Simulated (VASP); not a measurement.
# InSe in VASP: further runs

Runs on InSe. Level: PBE+D3(BJ). Tasks: single point.

The COD entry that gives the cell may itself be a prediction, so a difference from it is no test against experiment.

All numbers are computed with VASP 6.6.1; they aren't measurements. Logs are shortened: lines on timing, memory, paths and dates and some standing lists are left out, and cuts for length are marked.

### 1 The cell of the first run

The cell holds a slab with vacuum, 4 atoms: a = 4.027 Å, b = 4.027 Å, c = 36.721 Å, α = 90.00°, β = 90.00°, γ = 120.00°.

### 2 Single point, PBE+D3(BJ)

INCAR reads:

```
ALGO = Normal ; DIPOL = 0.5 0.5 0.500
EDIFF = 1E-6 ; ENCUT = 520
GGA = PE ; IDIPOL = 3
ISIF = 2 ; ISMEAR = 0
IVDW = 12 ; LASPH = True
LCHARG = False ; LDIPOL = True
LREAL = False ; LWAVE = False
NBANDS = 27 ; NELM = 100
PREC = Accurate ; SIGMA = 0.02
```

KPOINTS reads:

```
k-points
0
Gamma
  9 9 1
```

POSCAR reads:

```
InSe
1.0
    4.0270000000      0.0000000000      0.0000000000
   -2.0135000000      3.4874843010      0.0000000000
    0.0000000000      0.0000000000     36.7211901288
Se In
2 2
Direct
    0.0000000000      0.0000000000      0.4234771694
    0.0000000000      0.0000000000      0.5764950858
    0.6666666667      0.3333333333      0.4602865666
    0.6666666667      0.3333333333      0.5396857446
```

Potentials or basis: VASP PAW PBE potentials, release 64 (Se, In_d).

Run with:

```bash
$ cat potpaw_PBE.64/Se/POTCAR potpaw_PBE.64/In_d/POTCAR > POTCAR
$ mpirun -np 1 vasp_std > vasp.out
```

OUTCAR:

```text
EDIFF = 1E-6
   ENCUT = 520
   GGA = PE
   ISIF = 2
   ISMEAR = 0
   IVDW = 12
   LASPH = True
   LREAL = False
   NELM = 100
   PREC = Accurate
 IVDW          = 12

 ion  position               nearest neighbor table
   1  0.000  0.000  0.423-   3 2.69   3 2.69   3 2.69
   2  0.000  0.000  0.576-   4 2.69   4 2.69   4 2.69
   3  0.667  0.333  0.460-   1 2.69   1 2.69   1 2.69   4 2.92
   4  0.667  0.333  0.540-   2 2.69   2 2.69   2 2.69   3 2.92

  LATTYP: Found a hexagonal cell.
 ALAT       =     4.0270000000
 C/A-ratio  =     9.1187459967

  Lattice vectors:

 A1 = (   4.0270000000,   0.0000000000,   0.0000000000)
 A2 = (  -2.0135000000,   3.4874843010,   0.0000000000)
 A3 = (   0.0000000000,   0.0000000000,  36.7211901288)

Analysis of symmetry for initial positions (statically):
=====================================================================
 Subroutine PRICEL returns:
 Original cell was already a primitive cell.

 Routine SETGRP: Setting up the symmetry group for a
 hexagonal supercell.

 Subroutine GETGRP returns: Found 12 space group operations
 (whereof  6 operations were pure point group operations)
 out of a pool of 24 trial point group operations.

The static configuration has the point symmetry C_3v.
 The point group associated with its full space group is D_3h.

Analysis of symmetry for dynamics (positions and initial velocities):
=====================================================================
 Subroutine PRICEL returns:
 Original cell was already a primitive cell.

 Routine SETGRP: Setting up the symmetry group for a
 hexagonal supercell.

 Subroutine GETGRP returns: Found 12 space group operations
 (whereof  6 operations were pure point group operations)
 out of a pool of 24 trial point group operations.

The dynamic configuration has the point symmetry C_3v.
 The point group associated with its full space group is D_3h.

 Subroutine INISYM returns: Found 12 space group operations
 (whereof  6 operations are pure point group operations),
 and found     1 'primitive' translations

----------------------------------------------------------------------------------------

                                     Primitive cell

  volume of cell :     515.7160

  direct lattice vectors                    reciprocal lattice vectors
     4.027000000  0.000000000  0.000000000     0.248323814  0.143369821  0.000000000
    -2.013500000  3.487484301  0.000000000     0.000000000  0.286739642  0.000000000
     0.000000000  0.000000000 36.721190129     0.000000000  0.000000000  0.027232233

  length of vectors
     4.027000000  4.027000000 36.721190129     0.286739642  0.286739642  0.027232233

  position of ions in fractional coordinates (direct lattice)
     0.000000000  0.000000000  0.423477169
     0.000000000  0.000000000  0.576495086
     0.666666667  0.333333333  0.460286567
     0.666666667  0.333333333  0.539685745

  ion indices of the primitive-cell ions
   primitive index   ion index
                 1           1
                 2           2
                 3           3
                 4           4

----------------------------------------------------------------------------------------

 KPOINTS: k-points

Automatic generation of k-mesh.
 Grid dimensions read from file:
 generate k-points for:    9    9    1

 Generating k-lattice:

  Cartesian coordinates                     Fractional coordinates (reciprocal lattice)
     0.027591535  0.015929980  0.000000000     0.111111111 -0.000000000  0.000000000
     0.000000000  0.031859960  0.000000000     0.000000000  0.111111111  0.000000000
     0.000000000  0.000000000  0.027232233     0.000000000  0.000000000  1.000000000

  Length of vectors
     0.031859960  0.031859960  0.027232233

  Shift w.r.t. Gamma in fractional coordinates (k-lattice)
     0.000000000  0.000000000  0.000000000

 Subroutine IBZKPT returns following result:
 ===========================================

 Found     12 irreducible k-points:

 Following reciprocal coordinates:
            Coordinates               Weight
  0.000000  0.000000  0.000000      1.000000
  0.111111  0.000000  0.000000      6.000000
  0.222222 -0.000000  0.000000      6.000000
  0.333333 -0.000000  0.000000      6.000000
  0.444444 -0.000000  0.000000      6.000000
  0.111111  0.111111  0.000000      6.000000
  0.222222  0.111111  0.000000     12.000000
  0.333333  0.111111  0.000000     12.000000
  0.444444  0.111111  0.000000      6.000000
  0.222222  0.222222  0.000000      6.000000
  0.333333  0.222222  0.000000     12.000000
  0.333333  0.333333  0.000000      2.000000
   k-points           NKPTS =     12   k-points in BZ     NKDIM =     12   number of bands    NBANDS=     27
   number of dos      NEDOS =    301   number of ions     NIONS =      4
   total plane-waves  NPLWV = 252000
   dimension x,y,z NGX =    30 NGY =   30 NGZ =  280
   dimension x,y,z NGXF=    60 NGYF=   60 NGZF=  560
   ions per type =               2   2
   NGX,Y,Z   is equivalent  to a cutoff of  12.38, 12.38, 12.68 a.u.
   NGXF,Y,Z  is equivalent  to a cutoff of  24.77, 24.77, 25.35 a.u.
 SYSTEM =  unknown system
   PREC   = accura    normal or accurate (medium, high low for compatibility)
   ISTART =      0    job   : 0-new  1-cont  2-samecut
   ICHARG =      2    charge: 1-file 2-atom 10-const
   ISPIN  =      1    spin polarized calculation?
   LNONCOLLINEAR =      F non collinear calculations
   LSORBIT =      F    spin-orbit coupling
   LASPH  =      T    aspherical Exc in radial PAW
   ENCUT  =  520.0 eV  38.22 Ry    6.18 a.u.   7.49  7.49 68.28*2*pi/ulx,y,z
   NELM   =    100;   NELMIN=  2; NELMDL= -5     # of ELM steps
   EDIFF  = 0.1E-05   stopping-criterion for ELM
   LREAL  =      F    real-space projection
   EDIFFG = 0.1E-04   stopping-criterion for IOM
   NSW    =      0    number of steps for IOM
   IBRION =     -1    ionic relax: 0-MD 1-quasi-New 2-CG
   NFREE  =      0    steps in history (QN), initial steepest desc. (CG)
   ISIF   =      2    stress and relaxation
   ISYM   =      2    0-nonsym 1-usesym 2-fastsym
   POTIM  = 0.5000    time-step for ionic-motion
   TEBEG  =    0.0;   TEEND  =   0.0 temperature during run
   PSTRESS=    0.0 pullay stress
   NELECT =      38.0000    total number of electrons
   NUPDOWN=      -1.0000    fix difference up-down
   EMIN   =  10.00;   EMAX   =-10.00  energy-range for DOS
   EFERMI =   0.00;   METHOD = LEGACY
   ISMEAR =     0;   SIGMA  =   0.02  broadening in eV -4-tet -1-fermi 0-gaus
   EFERMI_NEDOS =   21; number of points for ismear=-14 and -15
   IALGO  =     38    algorithm
   IMIX   =      4    mixing-type and parameters
     AMIX     =   0.40;   BMIX     =  1.00
     AMIX_MAG =   1.60;   BMIX_MAG =  1.00
  volume/ion in A,a.u.               =     128.93       870.06
  Fermi-wavevector in a.u.,A,eV,Ry     =   0.686329  1.296974  6.408994  0.471048
  Thomas-Fermi vector in A             =   1.766526
   LORBIT       =      0    0 simple, 1 ext, 2 COOP (PROOUT), +10 PAW based schemes
   GGA     = PE    functional components
   LHFCALC =     F    Hartree Fock is set to
   AEXX    =    0.0000 exact exchange contribution
   IVDW    =    12    specifies the selected vdW correction
   LEPSILON=     F    determine dielectric tensor
   LRPA    =     F    only Hartree local field effects (RPA)
 non-spin polarized calculation
 Gauss-broadening in eV      SIGMA  =   0.02
  energy-cutoff  :      520.00
  volume of cell :      515.72
 maximum number of plane-waves:     13985
 NGX is ok and might be reduce to    30
   NGX = 15   NGY = 15   NGZ =137

 dipolmoment           0.000000      0.000000      0.000000 electrons x Angstroem

 number of electron      38.0000000 magnetization

 dipolmoment           0.000000      0.000000     -0.000012 electrons x Angstroem

 Free energy of the ion-electron system (eV)
  ---------------------------------------------------
  ext. energy  EPLUGINS =         0.00000000
  ---------------------------------------------------
  free energy    TOTEN  =       -14.17427861 eV

  energy without entropy =      -14.17427861  energy(sigma->0) =      -14.17427861

 E-fermi :  -3.8509     XC(G=0):  -2.3558

 val. band max:       -3.9716618470   @ k =   0.1111   0.1111   0.0000
 cond. band min:      -2.3134800803   @ k =   0.0000   0.0000   0.0000
 fundamental gap:      1.6581817667
 Fermi energy:        -3.8509157273

 k-point     1 :       0.0000    0.0000    0.0000
  band No.  band energies     occupation
      1     -17.7730      2.00000
      2     -17.6538      2.00000
      3     -17.6538      2.00000
      4     -17.6039      2.00000
      5     -17.6039      2.00000
      6     -17.5790      2.00000
[... 19 lines left out ...]
     26       2.0426      0.00000
     27       2.1575      0.00000

 k-point     2 :       0.1111    0.0000    0.0000
  band No.  band energies     occupation
      1     -17.7747      2.00000
      2     -17.6865      2.00000
      3     -17.6502      2.00000
      4     -17.6400      2.00000
      5     -17.5958      2.00000
      6     -17.5821      2.00000
[... 19 lines left out ...]
     26       2.0329      0.00000
     27       2.3108      0.00000

 k-point     3 :       0.2222   -0.0000    0.0000
  band No.  band energies     occupation
      1     -17.8075      2.00000
      2     -17.7264      2.00000
      3     -17.7205      2.00000
      4     -17.6445      2.00000
      5     -17.5893      2.00000
      6     -17.5754      2.00000
[... 19 lines left out ...]
     26       2.2632      0.00000
     27       2.7524      0.00000

 k-point     4 :       0.3333   -0.0000    0.0000
  band No.  band energies     occupation
      1     -17.8734      2.00000
      2     -17.7960      2.00000
      3     -17.7269      2.00000
      4     -17.6424      2.00000
      5     -17.5967      2.00000
      6     -17.5526      2.00000
[... 19 lines left out ...]
     26       2.7924      0.00000
     27       3.3851      0.00000

 k-point     5 :       0.4444   -0.0000    0.0000
  band No.  band energies     occupation
      1     -17.9151      2.00000
      2     -17.8387      2.00000
      3     -17.7229      2.00000
      4     -17.6428      2.00000
      5     -17.6012      2.00000
      6     -17.5382      2.00000
[... 19 lines left out ...]
     26       3.3994      0.00000
     27       3.4581      0.00000

 k-point     6 :       0.1111    0.1111    0.0000
  band No.  band energies     occupation
      1     -17.7918      2.00000
      2     -17.7210      2.00000
      3     -17.6968      2.00000
      4     -17.6466      2.00000
      5     -17.5861      2.00000
      6     -17.5830      2.00000
[... 19 lines left out ...]
     26       2.2273      0.00000
     27       2.3615      0.00000

 k-point     7 :       0.2222    0.1111    0.0000
  band No.  band energies     occupation
      1     -17.8481      2.00000
      2     -17.7701      2.00000
      3     -17.7289      2.00000
      4     -17.6457      2.00000
      5     -17.5912      2.00000
      6     -17.5641      2.00000
[... 19 lines left out ...]
     26       2.7687      0.00000
     27       2.9886      0.00000

 k-point     8 :       0.3333    0.1111    0.0000
  band No.  band energies     occupation
      1     -17.9000      2.00000
      2     -17.8250      2.00000
      3     -17.7240      2.00000
      4     -17.6476      2.00000
      5     -17.5952      2.00000
      6     -17.5479      2.00000
[... 19 lines left out ...]
     26       3.2920      0.00000
     27       3.3251      0.00000

 k-point     9 :       0.4444    0.1111    0.0000
  band No.  band energies     occupation
      1     -17.9193      2.00000
      2     -17.8448      2.00000
      3     -17.7215      2.00000
      4     -17.6488      2.00000
      5     -17.5967      2.00000
      6     -17.5418      2.00000
[... 19 lines left out ...]
     26       3.4151      0.00000
     27       3.8200      0.00000

 k-point    10 :       0.2222    0.2222    0.0000
  band No.  band energies     occupation
      1     -17.8903      2.00000
      2     -17.8168      2.00000
      3     -17.7248      2.00000
      4     -17.6525      2.00000
      5     -17.5888      2.00000
      6     -17.5550      2.00000
[... 19 lines left out ...]
     26       3.4120      0.00000
     27       3.5844      0.00000

 k-point    11 :       0.3333    0.2222    0.0000
  band No.  band energies     occupation
      1     -17.9153      2.00000
      2     -17.8439      2.00000
      3     -17.7204      2.00000
      4     -17.6583      2.00000
      5     -17.5852      2.00000
      6     -17.5498      2.00000
[... 19 lines left out ...]
     26       3.7429      0.00000
     27       3.8079      0.00000

 k-point    12 :       0.3333    0.3333    0.0000
  band No.  band energies     occupation
      1     -17.9197      2.00000
      2     -17.8501      2.00000
      3     -17.7187      2.00000
      4     -17.6637      2.00000
      5     -17.5754      2.00000
      6     -17.5539      2.00000
[... 19 lines left out ...]
     26       3.8676      0.00000
     27       4.1808      0.00000

------------------------ aborting loop because EDIFF is reached ----------------------------------------

 vacuum level on the upper side and lower side of the slab       (xc-potential included)        -0.007        -0.007

 Edisp (eV)   -0.86209

 E8    (eV) :    -0.4150

  FORCE on cell =-STRESS in cart. coord.  units (eV):
  Direction    XX          YY          ZZ          XY          YZ          ZX
  --------------------------------------------------------------------------------------
  -------------------------------------------------------------------------------------
  Total      -0.68631    -0.68631    -2.48670     0.00000     0.00000    -0.00000
  in kB      -2.13218    -2.13218    -7.72546     0.00000     0.00000    -0.00000
  external pressure =       -4.00 kB  Pullay stress =        0.00 kB

 VOLUME and BASIS-vectors are now :
 -----------------------------------------------------------------------------
  energy-cutoff  :      520.00
  volume of cell :      515.72
      direct lattice vectors                 reciprocal lattice vectors
     4.027000000  0.000000000  0.000000000     0.248323814  0.143369821  0.000000000
    -2.013500000  3.487484301  0.000000000     0.000000000  0.286739642  0.000000000
     0.000000000  0.000000000 36.721190129     0.000000000  0.000000000  0.027232233

 POSITION                                       TOTAL-FORCE (eV/Angst)
 -----------------------------------------------------------------------------------
      0.00000      0.00000     15.55059        -0.000000     -0.000000      0.360898
      0.00000      0.00000     21.16959        -0.000000     -0.000000     -0.360898
      2.01350      1.16249     16.90227         0.000000      0.000000      0.148874
      2.01350      1.16249     19.81790         0.000000      0.000000     -0.148874
 -----------------------------------------------------------------------------------
    total drift:                               -0.000000      0.000000     -0.001537

  FREE ENERGIE OF THE ION-ELECTRON SYSTEM (eV)
  ---------------------------------------------------
  free  energy   TOTEN  =       -15.0363730320 eV

  energy  without entropy=      -15.0363730320  energy(sigma->0) =      -15.03637303

 vacuum level on the upper side and lower side of the slab         2.108         2.108
```

Wall time 5 min (1 thread of Intel Xeon Platinum 8488C (Sapphire Rapids), shared host); peak memory 0.63 GiB.

Results:

```
Free energy                : -15.0364 eV
Largest force              : 0.361 eV/Å
Band gap on the k mesh     : 1.66 eV, indirect (least direct gap 1.74 eV)
Dispersion energy per atom : -0.216 eV
```

Forces on the atoms (eV/Å):
```
Se   0.000  0.000  0.361
Se   0.000  0.000 -0.361
In   0.000  0.000  0.149
In   0.000  0.000 -0.149
```

Levels at points of the mesh, in eV from the valence-band top:
```tsv
k point	band 15	band 16	band 17	band 18	band 19	band 20	band 21	band 22	band 23	band 24
(0.00, 0.00, 0.00)	-0.25	-0.25	-0.19	-0.19	-0.08	1.66	2.96	5.31	5.31	5.66
```

Caveat: spin-orbit coupling is left out, which moves the levels of the heavy elements.

### 3 Single point, PBE+D3(BJ)

This run uses another cell than the first one, of 133.25 Å³/atom, 1.034 times its volume.

INCAR reads:

```
  PREC = Accurate
  ENCUT = 520
  EDIFF = 1E-7
  ISMEAR = 0
  SIGMA = 0.02
  LREAL = False
  LASPH = True
  NELM = 60
  ALGO = Normal
  ISIF = 2
  LWAVE = False
  LCHARG = True
  LDIPOL = True
  IDIPOL = 3
  DIPOL = 0.5 0.5 0.500
  GGA = PE
  IVDW = 12
  LELF = True
  LVHAR = True
  LVACPOTAV = True
  NBANDS = 27
```

KPOINTS reads:

```
regular mesh
0
Gamma
  9 9 1
```

POSCAR reads:

```
InSe
1.0
    4.0940000000      0.0000000000      0.0000000000
   -2.0470000000      3.5455080031      0.0000000000
    0.0000000000      0.0000000000     36.7211901288
Se In
2 2
Direct
    0.0000000000      0.0000000000      0.4314289814
    0.0000000000      0.0000000000      0.5685432738
    0.6666666667      0.3333333333      0.4644126644
    0.6666666667      0.3333333333      0.5355596410
```

Potentials or basis: VASP PAW PBE potentials, release 64 (Se, In_d).

Run with:

```bash
$ cat potpaw_PBE.64/Se/POTCAR potpaw_PBE.64/In_d/POTCAR > POTCAR
$ mpirun -np 1 vasp_std > vasp.out
```

Run time: 6.1 min. Hardware: 1 thread of Intel Xeon Platinum 8488C (Sapphire Rapids), shared host; peak memory 0.6 GiB.

The run converged. Its results:

| Item | Value |
| --- | --- |
| Free energy | -14.9464 eV |
| Largest force | 0.988 eV/Å |
| Band gap on the k mesh | 1.29 eV, indirect (least direct gap 1.37 eV) |
| Dispersion energy per atom | -0.223 eV |
| Ionisation potential of the upper face | 5.83 eV |

Forces in eV/Å, atoms in the order of the input:
```
Se   0.000  0.000 -0.341
Se   0.000  0.000  0.341
In   0.000  0.000 -0.988
In   0.000  0.000  0.988
```

Levels at points of the mesh, in eV from the valence-band top:
```tsv
k point	band 16	band 17	band 18	band 19	band 20	band 21	band 22	band 23
(0.00, 0.00, 0.00)	-0.85	-0.74	-0.74	-0.09	1.29	2.50	4.47	4.47
```

Caveat: spin-orbit coupling is left out, which moves the levels of the heavy elements.
